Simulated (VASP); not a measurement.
Runs of VASP 6.6.1 on K2Be2Pt. The structure is that of space group P6/mmm (No. 191), or close to it. The cells are those of the table. The cell was generated, and may not be a known phase.

```tsv
task	cell	k mesh	cutoff (eV)	gap on the mesh (eV)	pressure (GPa)	relaxed volume (Å³/atom)
single point	a = 5.306, b = 5.306, c = 4.790 Å, angles 90.0, 90.0, 120.0°, 5 atoms	6 × 6 × 4	520	none	(a)	-
relaxation of cell and atoms	relaxed from a = 5.302, b = 5.302, c = 6.700 Å, angles 90.0, 90.0, 120.0°, 5 atoms	12 × 12 × 6	600	none	0.0	32.40
single point	a = 5.302, b = 5.302, c = 6.700 Å, angles 90.0, 90.0, 120.0°, 5 atoms	6 × 6 × 4	520	none	0.1	-
single point	a = 5.271, b = 5.271, c = 6.688 Å, angles 90.0, 90.0, 120.0°, 5 atoms	12 × 12 × 6	520	none	0.0	-
relaxation of cell and atoms	relaxed from a = 5.306, b = 5.306, c = 4.790 Å, angles 90.0, 90.0, 120.0°, 5 atoms	6 × 6 × 4	600	none	0.0	32.59
```

Alike in all rows: level PBE; potentials or basis VASP PAW PBE potentials, release 64 (K_sv, Be, Pt); no spin polarisation; smearing gaussian 0.1 eV.

Problem. Fill in the values left out.

Solution. (a) 6.0.

Caveats: spin-orbit coupling is left out, which moves the levels of the heavy elements; the stress differs along the axes, from -2 to 21 GPa (at least some runs); the volume moved by over 15 % at a fixed basis, so the end points are rough (at least some runs).

A k mesh can miss the band edges, and the runs leave out spin-orbit coupling on Pt.

A gap of «none» marks levels without a gap at the run's occupations.
